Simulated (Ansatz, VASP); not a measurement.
**Fe2Rh: VASP beside Ansatz**

```
CELL_PARAMETERS angstrom
4.05017 0.00000 0.00000
-2.02508 3.50755 0.00000
0.00000 0.00000 2.56248
ATOMIC_POSITIONS crystal
Fe 0.33333 0.66667 0.50000
Fe 0.66667 0.33333 0.50000
Rh 0.00000 0.00000 0.00000
```

Alike in both runs: functional PBE; k mesh 6 × 6 × 6; occupations gaussian, width 0.1 eV; collinear spin.

Ansatz relaxed the structure, and its values are those at the end. VASP's run is a single point on that final structure, the one shown.

|  | VASP | Ansatz |
| --- | --- | --- |
| version | VASP 6.6.1 | Ansatz 0.2.0 |
| potentials or method | VASP PAW PBE potentials, release 64 (Fe, Rh_pv), cutoff 520 eV | scalar-relativistic, plane waves, PAW |
| valence electrons in the cell | 31 | 49 |

```tsv
	VASP	Ansatz	Ansatz less VASP
gap on the k mesh at the Fermi level (eV)	none	none	-
pressure (GPa)	-0.1	0.0	+0.07
net moment per atom (μB)	1.16	1.14	-0.015
size of the moment on the site where the two differ most (μB)	0.06	0.09	+0.033
```

Site moments also hang on the region over which each program counts them. A gap of «none» marks a metal or a gap that the smearing closes. VASP's potentials hold 31 valence electrons a cell and Ansatz's 49, so a difference there can come from the potentials and not from the codes. Ansatz's warnings: cell relax basis refresh.

The k mesh is coarse, so the values compare programs but aren't converged.
